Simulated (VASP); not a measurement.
**HfO2: single point with r2SCAN**

Crystal: HfO2.

```
CELL_PARAMETERS angstrom
0.00000 2.52918 2.52918
2.52918 0.00000 2.52918
2.52918 2.52918 0.00000
ATOMIC_POSITIONS crystal
Hf 0.00000 0.00000 0.00000
O 0.25000 0.25000 0.25000
O 0.75000 0.75000 0.75000
```

- Program: VASP 6.6.1
- Task: single point
- Functional: r2SCAN
- Potentials or basis: VASP PAW PBE potentials, release 64 (Hf_pv, O)
- Cutoff: 520 eV
- k mesh: 6 × 6 × 6
- Occupations: gaussian, width 0.01 eV
- Spin: no spin polarisation

```json
{"Pressure": "-4.0 GPa", "Band gap on the k mesh": "4.31 eV, direct"}
```

Levels at points of the mesh, in eV from the valence-band top:
```csv
k point,band 7,band 8,band 9,band 10,band 11,band 12,band 13,band 14,band 15,band 16
"(0.00, 0.00, 0.00)",-5.48,-5.48,-0.64,-0.64,-0.64,4.42,4.42,6.52,11.09,11.09
"(0.50, 0.00, 0.00)",-4.40,-3.08,-2.82,-1.90,-1.90,5.12,5.12,7.56,9.64,10.02
"(0.50, 0.50, 0.00)",-3.60,-3.60,-1.57,-1.57,0.00,4.31,6.05,7.24,8.73,8.73
```

Run time: 97 s on 1 thread of Intel Xeon 8259CL (shared host), peak memory 0.17 GiB.

Caveat: the PAW data sets were made with another functional, which shifts forces and pressure a little; spin-orbit coupling is left out, which moves the levels of the heavy elements. A k mesh can miss the band edges.
